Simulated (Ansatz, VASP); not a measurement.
# One calculation of CoSi2, two programs

File INCAR:

```
  PREC = Accurate
  ENCUT = 520
  EDIFF = 1E-6
  ISMEAR = -1
  SIGMA = 0.1
  LREAL = F
  LASPH = T
  NELM = 60
  ALGO = Normal
  ISIF = 2
  LWAVE = F
  LCHARG = F
  GGA = PE
  NBANDS = 16
```

The input KPOINTS:

```
Automatic mesh
0
Gamma
  11 11 11
```

The input POSCAR:

```
CoSi2
1.0
    0.0000000000      2.4019870722      2.4019870722
    2.4019870722      0.0000000000      2.4019870722
    2.4019870722      2.4019870722      0.0000000000
Co Si
1 2
Direct
    0.0000000000      0.0000000000      0.0000000000
    0.2500000000      0.2500000000      0.2500000000
    0.7500000000      0.7500000000      0.7500000000
```

Input for Ansatz:

```yaml
crystal:
  lattice:
    - [0.0, 2.4019870722, 2.4019870722]
    - [2.4019870722, 0.0, 2.4019870722]
    - [2.4019870722, 2.4019870722, 0.0]
  atoms:
    - { symbol: Co, position: [0.0, 0.0, 0.0] }
    - { symbol: Si, position: [0.25, 0.25, 0.25] }
    - { symbol: Si, position: [0.75, 0.75, 0.75] }
kpoints:
  mp_grid: { grid: [11, 11, 11] }
scf:
  occupations: { method: fermi_dirac, width: 0.1 }
hamiltonian:
  xc: pbe
  pseudopotentials: { kind: all_electron, lapw: { basis_error: 0.001 } }
output:
  forces: true
  stress: true
  eigenvalues: true
  populations: true
```

Change from the starting cell: volume scaled by 0.72, LAPW.

Alike in both runs: task single point; functional PBE; k mesh 11 × 11 × 11; occupations fermi-dirac, width 0.1 eV; no spin polarisation.

|  | VASP | Ansatz |
| --- | --- | --- |
| version | VASP 6.6.1 | Ansatz 0.2.0 |
| potentials or method | VASP PAW PBE potentials, release 64 (Co, Si), cutoff 520 eV | all-electron LAPW, scalar-relativistic |

Ansatz gave:

| Item | Value |
| --- | --- |
| pressure (GPa) | 120.5 |

Problem. What did VASP give for the same quantities?

Solution. Pressure (GPa): 120.8.

Both programs put the cell under a high pressure, so it lies far from rest at this level. Ansatz ran all-electron here, and VASP with PAW potentials.

Noted on VASP's run: the cell as given lies far from equilibrium.
